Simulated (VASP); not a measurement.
Input of a VASP 6.6.1 run:

Contents of INCAR:

```
PREC = Accurate
ENCUT = 560
EDIFF = 1E-6
ISMEAR = -1
SIGMA = 0.1
LREAL = False
LASPH = True
NELM = 120
ALGO = Normal
ISIF = 2
LWAVE = False
LCHARG = False
GGA = B5
ALDAX = 1.0
AGGAX = 1.0
AGGAC = 1.0
ALDAC = 0.0
NBANDS = 31
GGA_COMPAT = False
```

The input KPOINTS:

```
Automatic mesh
0
Gamma
  9 9 13
```

The input POSCAR:

```
Os
1.0
    4.4964761668      0.0000000000      0.0000000000
   -2.2482380834      3.8940625880      0.0000000000
    0.0000000000      0.0000000000      2.8398249609
Os
3
Direct
    1.0000000000      1.0000000000      0.0000000000
    0.3333333333      0.6666666667      0.5000000000
    0.6666666667      0.3333333333      0.5000000000
```

Potentials or basis: VASP PAW PBE potentials, release 64 (Os_sv_GW).

Command:

```console
$ cat potpaw_PBE.64/Os_sv_GW/POTCAR > POTCAR
$ mpirun -np 1 vasp_std > vasp.out
```

Problem. Predict the pressure.

Solution. -20.6 GPa.

Problem. What does it give for the band gap on the k mesh?

Solution. Zero (bands 24 and 25 overlap by 2.24 eV).

Stress tensor (GPa, compression positive):
```
-21.76   0.00   0.00
  0.00 -21.76   0.00
  0.00   0.00 -18.39
```

Caveat: the cell stands under tension; the PAW data sets were made with another functional, which shifts forces and pressure a little; spin-orbit coupling is left out, which moves the levels of the heavy elements.
